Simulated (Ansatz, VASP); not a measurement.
Al4Ir in VASP and in Ansatz

The input INCAR:

```
SYSTEM = Al4Ir
PREC = Accurate
ENCUT = 600
EDIFF = 1E-6
ISMEAR = 0
SIGMA = 0.1
LREAL = .FALSE.
LASPH = .TRUE.
NELM = 60
ALGO = Normal
ISIF = 3
LWAVE = .FALSE.
LCHARG = .FALSE.
GGA = PE
IBRION = 2
NSW = 90
EDIFFG = -0.04
```

File KPOINTS:

```
Automatic mesh
0
G
  6 6 6
  0 0 0
```

File POSCAR:

```
Al4Ir
1.0
   -2.6380746400      2.6380746400      2.6380746400
    2.6380746400     -2.6380746400      2.6380746400
    2.6380746400      2.6380746400     -2.6380746400
Al Ir
4 1
Direct
    0.0000000000      0.0000000000      0.5000000000
    0.5000000000      0.0000000000      0.0000000000
    0.5000000000      0.5000000000      0.5000000000
    0.0000000000      0.5000000000      0.0000000000
    0.0000000000      0.0000000000      0.0000000000
```

Input for Ansatz:

```yaml
crystal:
  lattice:
    - [-2.63807464, 2.63807464, 2.63807464]
    - [2.63807464, -2.63807464, 2.63807464]
    - [2.63807464, 2.63807464, -2.63807464]
  atoms:
    - { symbol: Al, position: [0.0, 0.0, 0.5] }
    - { symbol: Al, position: [0.5, 0.0, 0.0] }
    - { symbol: Al, position: [0.5, 0.5, 0.5] }
    - { symbol: Al, position: [0.0, 0.5, 0.0] }
    - { symbol: Ir, position: [0.0, 0.0, 0.0] }
basis:
  ecutwfc: 420
kpoints:
  mp_grid: { grid: [6, 6, 6] }
hamiltonian:
  xc: pbe
scf:
  occupations: { method: gaussian, width: 0.1 }
  lower_state_search: "off"
output:
  forces: true
  stress: true
  eigenvalues: true
relax:
  adjacent_minimum: "off"
  f_tol: 0.04
  max_steps: 70
  cell: { stress_tol: 0.4 }
```

Change from the starting cell: species swapped into the NiHg4 type (Im-3m, No. 229).

Alike in both runs: task relaxation of cell and atoms; functional PBE; k mesh 6 × 6 × 6; occupations gaussian, width 0.1 eV; no spin polarisation.

```csv
,VASP,Ansatz
version,VASP 6.6.1,Ansatz 0.2.0
potentials or method,"VASP PAW PBE potentials, release 64 (Al, Ir), cutoff 600 eV","scalar-relativistic, plane waves, PAW"
valence electrons in the cell,21,29
```

Ansatz gave:

| Item | Value |
| --- | --- |
| gap on the k mesh at the Fermi level, each at its own relaxed structure (eV) | none |
| relaxed volume (Å³/atom) | 19.22 |
| relaxed cell length with the largest relative difference (Å) | 4.997 |

Question: Estimate VASP's values.

Answer: gap on the k mesh at the Fermi level, each at its own relaxed structure (eV): none; relaxed volume (Å³/atom): 19.19; relaxed cell length with the largest relative difference (Å): 4.995.

A gap of «none» marks a metal or a gap that the smearing closes. VASP's potentials hold 21 valence electrons a cell and Ansatz's 29, so a difference there can come from the potentials and not from the codes.

Neither program's run includes spin-orbit coupling. Noted on VASP's run: the volume moved by over 15 % at a fixed basis, so the end points are rough.
